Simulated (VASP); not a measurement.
Here is a VASP 6.6.1 calculation.

Contents of POSCAR:

```
BN
1.0
    0.0000000000      3.3860148788      2.3081916704
    1.2124926958      0.0000000000      2.3081916704
    1.2124926958      3.3860148788      0.0000000000
B N
1 1
Direct
    0.0000486500      0.0000486500      0.9999513500
    0.6666513400      0.6666513400      0.3333486600
```

File INCAR.step1:

```
SYSTEM = BN
PREC = Accurate
ENCUT = 520
ISMEAR = 0
SIGMA = 0.05
LREAL = .FALSE.
LASPH = .TRUE.
NELM = 80
NBANDS = 11
GGA = PE
ALGO = Normal
EDIFF = 1E-4
LWAVE = .TRUE.
LCHARG = .FALSE.
```

The input INCAR.step2:

```
SYSTEM = BN
PREC = Accurate
ENCUT = 520
EDIFF = 1E-6
ISMEAR = 0
SIGMA = 0.05
LREAL = .FALSE.
LASPH = .TRUE.
NELM = 80
ALGO = Normal
ISIF = 2
LWAVE = .FALSE.
LCHARG = .FALSE.
METAGGA = R2SCAN
LMIXTAU = .TRUE.
NBANDS = 11
ISTART = 1
```

KPOINTS

```
regular mesh
0
G
  12 12 12
  0 0 0
```

Potentials or basis: VASP PAW PBE potentials, release 64 (B, N).

Launch:

```console
$ cat potpaw_PBE.64/B/POTCAR potpaw_PBE.64/N/POTCAR > POTCAR
$ cp INCAR.step1 INCAR
$ mpirun -np 1 vasp_std > vasp.out
$ cp INCAR.step2 INCAR
$ mpirun -np 1 vasp_std > vasp.out
```

(1) Estimate the band gap on the k mesh.

(2) Estimate the pressure.

## Answers

(1) 3.67 eV, indirect (least direct gap 5.21 eV).

(2) -8.9 GPa.

Caveat: the PAW data sets were made with another functional, which shifts forces and pressure a little.
